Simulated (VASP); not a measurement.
Input of a VASP 6.6.1 run:

Contents of INCAR:

```
PREC = Accurate
ENCUT = 600
EDIFF = 1E-6
ISMEAR = 0
SIGMA = 0.05
LREAL = F
LASPH = T
NELM = 80
ALGO = Normal
ISIF = 4
LWAVE = F
LCHARG = F
GGA = PE
IBRION = 2
NSW = 60
EDIFFG = -0.01
```

The input KPOINTS:

```
regular mesh
0
Gamma
  14 14 14
```

The input POSCAR:

```
MnO
1.0
    1.5363323816      0.8870019154      2.0199481847
   -1.5363323816      0.8870019154      2.0199481847
    0.0000000000     -1.7740038268      2.0199481865
Mn O
1 1
Direct
    1.0000000000      0.0000000000      0.0000000000
    0.5000000000      0.5000000000      0.5000000000
```

Potentials or basis: VASP PAW PBE potentials, release 64 (Mn_pv, O).

The run is started by

```sh
$ cat potpaw_PBE.64/Mn_pv/POTCAR potpaw_PBE.64/O/POTCAR > POTCAR
$ mpirun -np 1 vasp_std > vasp.out
```

Q: What does it give for the band gap on the k mesh?

A: Zero (an odd number of electrons rules out a gap without spin polarisation).

Step by step:
```csv
step,energy change (eV),largest force (eV/Å),pressure (GPa),volume (Å³)
1,0.0000,0.0000,6.23,16.52
2,-0.0002,0.0000,6.04,16.52
3,-0.0003,0.0000,5.92,16.52
```

Caveat: an odd number of electrons without spin polarisation forces a metal; a magnetic or distorted state may lie lower; the run has no spin polarisation, though such a crystal can be magnetic; semilocal functionals often make such compounds metallic where correlation or magnetic order opens a gap, which also shifts bond lengths. With open d or f shells a metallic result of PBE can be an artefact of self-interaction; +U or a hybrid may open a gap.
